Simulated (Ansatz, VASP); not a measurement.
In3As in VASP and in Ansatz

The input INCAR:

```
SYSTEM = In3As
PREC = Accurate
ENCUT = 600
EDIFF = 1E-6
ISMEAR = -1
SIGMA = 0.05
LREAL = .FALSE.
LASPH = .TRUE.
NELM = 60
ALGO = Fast
ISIF = 3
LWAVE = .FALSE.
LCHARG = .FALSE.
GGA = PS
IVDW = 13
IBRION = 2
NSW = 60
EDIFFG = -0.01
```

KPOINTS

```
regular mesh
0
G
  6 6 6
  0 0 0
```

The input POSCAR:

```
In3As
1.0
    4.6716810000      0.0000000000      0.0000000000
    0.0000000000      4.6716810000      0.0000000000
    0.0000000000      0.0000000000      4.6716810000
In As
3 1
Direct
    0.5000000000      0.5000000000      0.0000000000
    0.5000000000      0.0000000000      0.5000000000
    0.0000000000      0.5000000000      0.5000000000
    0.0000000000      0.0000000000      0.0000000000
```

Contents of input.yaml:

```yaml
crystal:
  lattice:
    - [4.671681, 0.0, 0.0]
    - [0.0, 4.671681, 0.0]
    - [0.0, 0.0, 4.671681]
  atoms:
    - { symbol: In, position: [0.5, 0.5, 0.0] }
    - { symbol: In, position: [0.5, 0.0, 0.5] }
    - { symbol: In, position: [0.0, 0.5, 0.5] }
    - { symbol: As, position: [0.0, 0.0, 0.0] }
hamiltonian:
  xc: pbesol
  pseudopotentials: { kind: paw }
  dispersion: d4
kpoints:
  mp_grid: { grid: [6, 6, 6] }
scf:
  occupations: { method: fermi_dirac, width: 0.05 }
output:
  forces: true
  stress: true
  eigenvalues: true
relax:
  f_tol: 0.01
  max_steps: 40
  cell: { stress_tol: 0.05 }
```

Alike in both runs: task relaxation of cell and atoms; functional PBEsol; dispersion D4; k mesh 6 × 6 × 6; occupations fermi-dirac, width 0.05 eV; no spin polarisation.

|  | VASP | Ansatz |
| --- | --- | --- |
| version | VASP 6.6.1 | Ansatz 0.2.0 |
| potentials or method | VASP PAW PBE potentials, release 64 (In_d, As) | Ansatz PAW |
| plane-wave cutoff (eV) | 600 | 420 |
| valence electrons in the cell | 44 | 54 |

|  | VASP | Ansatz | Ansatz less VASP |
| --- | --- | --- | --- |
| gap on the k mesh at the Fermi level, each at its own relaxed structure (eV) | none | none | - |
| relaxed volume (Å³/atom) | 23.47 | 23.43 | -0.035 |
| relaxed length of the cell vector where the two differ most in proportion (Å) | 4.545 | 4.542 | -0.0023 |

VASP's potentials were made for PBE, not for PBEsol. A gap of «none» marks a metal or a gap that the smearing closes. VASP's potentials hold 44 valence electrons a cell and Ansatz's 54, so a difference there can come from the potentials and not from the codes.

Noted on Ansatz's run: the plane-wave basis is chosen anew once the cell has moved, so the energies of steps on either side of that aren't comparable.
